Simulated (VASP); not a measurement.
# CdS (Fm-3m) in VASP: further runs, part 2 of 2

VASP 6.6.1.

### Step 3. Single point, PBE (O replaced by S, lengths x 1.111, strained)

Input file INCAR:

```
  PREC = Accurate
  ENCUT = 500
  EDIFF = 1E-6
  ISMEAR = 0
  SIGMA = 0.01
  LREAL = F
  LASPH = T
  NELM = 120
  ALGO = Normal
  ISIF = 2
  LWAVE = F
  LCHARG = F
  GGA = PE
  NBANDS = 16
  GGA_COMPAT = F
```

Input file KPOINTS:

```
Automatic mesh
0
Gamma
  12 12 12
```

Input file POSCAR:

```
CdS
1.0
    0.0000000000      2.5441645048      2.5441645048
    2.5441645048      0.0000000000      2.5441645048
    2.5441645048      2.5441645048      0.0000000000
Cd S
1 1
Direct
    0.0000000000      0.0000000000      0.0000000000
    0.5000000000      0.5000000000      0.5000000000
```

Potentials or basis: VASP PAW PBE potentials, release 64 (Cd, S).

The run is started by

```bash
$ cat potpaw_PBE.64/Cd/POTCAR potpaw_PBE.64/S/POTCAR > POTCAR
$ mpirun -np 1 vasp_std > vasp.out
```

OUTCAR:

```text
PREC = Accurate
   ENCUT = 500
   EDIFF = 1E-6
   ISMEAR = 0
   LREAL = F
   LASPH = T
   NELM = 120
   ISIF = 2
   GGA = PE

 ion  position               nearest neighbor table
   1  0.000  0.000  0.000-   2 2.54   2 2.54   2 2.54   2 2.54   2 2.54   2 2.54
   2  0.500  0.500  0.500-   1 2.54   1 2.54   1 2.54   1 2.54   1 2.54   1 2.54

  LATTYP: Found a face centered cubic cell.
 ALAT       =     5.0883290096

  Lattice vectors:

 A1 = (   0.0000000000,   2.5441645048,   2.5441645048)
 A2 = (   2.5441645048,   0.0000000000,   2.5441645048)
 A3 = (   2.5441645048,   2.5441645048,   0.0000000000)

Analysis of symmetry for initial positions (statically):
=====================================================================
 Subroutine PRICEL returns:
 Original cell was already a primitive cell.

 Routine SETGRP: Setting up the symmetry group for a
 face centered cubic supercell.

 Subroutine GETGRP returns: Found 48 space group operations
 (whereof 48 operations were pure point group operations)
 out of a pool of 48 trial point group operations.

The static configuration has the point symmetry O_h .

Analysis of symmetry for dynamics (positions and initial velocities):
=====================================================================
 Subroutine PRICEL returns:
 Original cell was already a primitive cell.

 Routine SETGRP: Setting up the symmetry group for a
 face centered cubic supercell.

 Subroutine GETGRP returns: Found 48 space group operations
 (whereof 48 operations were pure point group operations)
 out of a pool of 48 trial point group operations.

The dynamic configuration has the point symmetry O_h .

 Subroutine INISYM returns: Found 48 space group operations
 (whereof 48 operations are pure point group operations),
 and found     1 'primitive' translations

----------------------------------------------------------------------------------------

                                     Primitive cell

  volume of cell :      32.9356

  direct lattice vectors                    reciprocal lattice vectors
     0.000000000  2.544164505  2.544164505    -0.196528172  0.196528172  0.196528172
     2.544164505  0.000000000  2.544164505     0.196528172 -0.196528172  0.196528172
     2.544164505  2.544164505  0.000000000     0.196528172  0.196528172 -0.196528172

  length of vectors
     3.597991948  3.597991948  3.597991948     0.340396779  0.340396779  0.340396779

  position of ions in fractional coordinates (direct lattice)
     0.000000000  0.000000000  0.000000000
     0.500000000  0.500000000  0.500000000

  ion indices of the primitive-cell ions
   primitive index   ion index
                 1           1
                 2           2

----------------------------------------------------------------------------------------

 KPOINTS: Automatic mesh

Automatic generation of k-mesh.
 Grid dimensions read from file:
 generate k-points for:   12   12   12

 Generating k-lattice:

  Cartesian coordinates                     Fractional coordinates (reciprocal lattice)
    -0.016377348  0.016377348  0.016377348     0.083333333  0.000000000  0.000000000
     0.016377348 -0.016377348  0.016377348     0.000000000  0.083333333  0.000000000
     0.016377348  0.016377348 -0.016377348     0.000000000  0.000000000  0.083333333

  Length of vectors
     0.028366398  0.028366398  0.028366398

  Shift w.r.t. Gamma in fractional coordinates (k-lattice)
     0.000000000  0.000000000  0.000000000

 Subroutine IBZKPT returns following result:
 ===========================================

 Found     72 irreducible k-points:

 Following reciprocal coordinates:
            Coordinates               Weight
  0.000000  0.000000  0.000000      1.000000
  0.083333  0.000000  0.000000      8.000000
  0.166667  0.000000  0.000000      8.000000
  0.250000  0.000000  0.000000      8.000000
  0.333333  0.000000  0.000000      8.000000
  0.416667  0.000000  0.000000      8.000000
[... 16 lines left out ...]
  0.500000  0.166667  0.000000     24.000000
 -0.416667  0.166667  0.000000     24.000000
 [... further k-points ...]
   k-points           NKPTS =     72   k-points in BZ     NKDIM =     72   number of bands    NBANDS=     16
   number of dos      NEDOS =    301   number of ions     NIONS =      2
   total plane-waves  NPLWV =  21952
   dimension x,y,z NGX =    28 NGY =   28 NGZ =   28
   dimension x,y,z NGXF=    56 NGYF=   56 NGZF=   56
   ions per type =               1   1
   NGX,Y,Z   is equivalent  to a cutoff of  12.94, 12.94, 12.94 a.u.
   NGXF,Y,Z  is equivalent  to a cutoff of  25.87, 25.87, 25.87 a.u.
 SYSTEM =  unknown system
   PREC   = accura    normal or accurate (medium, high low for compatibility)
   ISTART =      0    job   : 0-new  1-cont  2-samecut
   ICHARG =      2    charge: 1-file 2-atom 10-const
   ISPIN  =      1    spin polarized calculation?
   LNONCOLLINEAR =      F non collinear calculations
   LSORBIT =      F    spin-orbit coupling
   LASPH  =      T    aspherical Exc in radial PAW
   ENCUT  =  500.0 eV  36.75 Ry    6.06 a.u.   6.56  6.56  6.56*2*pi/ulx,y,z
   NELM   =    120;   NELMIN=  2; NELMDL= -5     # of ELM steps
   EDIFF  = 0.1E-05   stopping-criterion for ELM
   LREAL  =      F    real-space projection
   EDIFFG = 0.1E-04   stopping-criterion for IOM
   NSW    =      0    number of steps for IOM
   IBRION =     -1    ionic relax: 0-MD 1-quasi-New 2-CG
   NFREE  =      0    steps in history (QN), initial steepest desc. (CG)
   ISIF   =      2    stress and relaxation
   ISYM   =      2    0-nonsym 1-usesym 2-fastsym
   POTIM  = 0.5000    time-step for ionic-motion
   TEBEG  =    0.0;   TEEND  =   0.0 temperature during run
   PSTRESS=    0.0 pullay stress
   NELECT =      18.0000    total number of electrons
   NUPDOWN=      -1.0000    fix difference up-down
   EMIN   =  10.00;   EMAX   =-10.00  energy-range for DOS
   EFERMI =   0.00;   METHOD = LEGACY
   ISMEAR =     0;   SIGMA  =   0.01  broadening in eV -4-tet -1-fermi 0-gaus
   EFERMI_NEDOS =   21; number of points for ismear=-14 and -15
   IALGO  =     38    algorithm
   IMIX   =      4    mixing-type and parameters
     AMIX     =   0.40;   BMIX     =  1.00
     AMIX_MAG =   1.60;   BMIX_MAG =  1.00
  volume/ion in A,a.u.               =      16.47       111.13
  Fermi-wavevector in a.u.,A,eV,Ry     =   1.338476  2.529352 24.375070  1.791517
  Thomas-Fermi vector in A             =   2.466943
   LORBIT       =      0    0 simple, 1 ext, 2 COOP (PROOUT), +10 PAW based schemes
   GGA     = PE    functional components
   LHFCALC =     F    Hartree Fock is set to
   AEXX    =    0.0000 exact exchange contribution
   IVDW    =     0    specifies the selected vdW correction
   LEPSILON=     F    determine dielectric tensor
   LRPA    =     F    only Hartree local field effects (RPA)
 non-spin polarized calculation
 Gauss-broadening in eV      SIGMA  =   0.01
  energy-cutoff  :      500.00
  volume of cell :       32.94
 maximum number of plane-waves:       869
 NGX is ok and might be reduce to    28
   NGX = 13   NGY = 13   NGZ = 13

 number of electron      18.0000003 magnetization

 Free energy of the ion-electron system (eV)
  ---------------------------------------------------
  ext. energy  EPLUGINS =         0.00000000
  ---------------------------------------------------
  free energy    TOTEN  =        -5.22683537 eV

  energy without entropy =       -5.22683537  energy(sigma->0) =       -5.22683537

 E-fermi :   5.4523     XC(G=0): -11.5190

 val. band max:        5.4119137493   @ k =   0.5000   0.0000   0.0000
 cond. band min:       5.5472179265   @ k =   0.5000   0.5000   0.0000
 fundamental gap:      0.1353041772
 Fermi energy:         5.4522976381

 k-point     1 :       0.0000    0.0000    0.0000
  band No.  band energies     occupation
      1      -9.2572      2.00000
      2      -2.9499      2.00000
      3      -2.9499      2.00000
      4      -2.9477      2.00000
      5      -2.9477      2.00000
      6      -2.9477      2.00000
[... 8 lines left out ...]
     15      18.2715      0.00000
     16      18.2715      0.00000
[... 419 lines left out ...]
 k-point    24 :      -0.4167    0.1667    0.0000
  band No.  band energies     occupation
      1      -7.5458      2.00000
      2      -3.5197      2.00000
      3      -3.4285      2.00000
      4      -3.2089      2.00000
      5      -2.5743      2.00000
      6      -2.4930      2.00000
[... 8 lines left out ...]
     15      18.4946      0.00000
     16      20.2162      0.00000

 [... further k-points ...]

------------------------ aborting loop because EDIFF is reached ----------------------------------------

  FORCE on cell =-STRESS in cart. coord.  units (eV):
  Direction    XX          YY          ZZ          XY          YZ          ZX
  --------------------------------------------------------------------------------------
  -------------------------------------------------------------------------------------
  Total        6.1006627      6.1006627      6.1006627      0.0000000      0.0000000     -0.0000000
  in kB      296.7713901    296.7713901    296.7713901      0.0000000      0.0000000     -0.0000000
  external PRESSURE =     296.7713901 kB  Pullay stress =       0.0000000 kB

 VOLUME and BASIS-vectors are now :
 -----------------------------------------------------------------------------
  energy-cutoff  :      500.00
  volume of cell :       32.94
      direct lattice vectors                 reciprocal lattice vectors
     0.000000000  2.544164505  2.544164505    -0.196528172  0.196528172  0.196528172
     2.544164505  0.000000000  2.544164505     0.196528172 -0.196528172  0.196528172
     2.544164505  2.544164505  0.000000000     0.196528172  0.196528172 -0.196528172

 POSITION                                       TOTAL-FORCE (eV/Angst)
 -----------------------------------------------------------------------------------
      0.00000      0.00000      0.00000         0.000000      0.000000      0.000000
      2.54416      2.54416      2.54416         0.000000     -0.000000     -0.000000
 -----------------------------------------------------------------------------------
    total drift:                                0.000000      0.000000      0.000000

  FREE ENERGIE OF THE ION-ELECTRON SYSTEM (eV)
  ---------------------------------------------------
  free  energy   TOTEN  =        -5.2268353654 eV

  energy  without entropy=       -5.2268353654  energy(sigma->0) =       -5.22683537
```

stdout:

```text
POSCAR found type information on POSCAR CdS
 POSCAR found :  2 types and       2 ions
 scaLAPACK will be used
 LDA part: xc-table for (Slater+PW92), standard interpolation
 POSCAR, INCAR and KPOINTS ok, starting setup
 FFT: planning ... GRIDC
 FFT: planning ... GRID_SOFT
 FFT: planning ... GRID
 WAVECAR not read
 entering main loop
```

Run time: 15 s. Hardware: 1 thread of Intel Xeon 6975P-C (Granite Rapids), shared host; peak memory 0.18 GiB.

What came out:

```yaml
Free_energy: -5.2268 eV
Pressure: 29.7 GPa
Band_gap_on_the_k_mesh: 0.14 eV (least direct gap 3.17 eV)
```

Levels at points of the mesh, in eV from the valence-band top:
| k point | band 5 | band 6 | band 7 | band 8 | band 9 | band 10 | band 11 | band 12 | band 13 | band 14 |
| --- | --- | --- | --- | --- | --- | --- | --- | --- | --- | --- |
| (0.00, 0.00, 0.00) | -8.36 | -8.36 | -1.34 | -1.34 | -1.34 | 2.02 | 9.18 | 9.18 | 9.18 | 11.03 |
| (0.50, 0.00, 0.00) | -7.98 | -7.98 | -5.92 | 0.00 | 0.00 | 3.17 | 5.59 | 5.59 | 8.80 | 13.16 |
| (0.50, 0.50, 0.00) | -7.86 | -6.64 | -5.97 | -3.21 | -3.21 | 0.14 | 5.62 | 11.32 | 12.97 | 12.97 |

Caveat: the cell differs from its parent crystal (O replaced by S, lengths x 1.111, strained); the cell stands under pressure. A k mesh can miss the band edges.
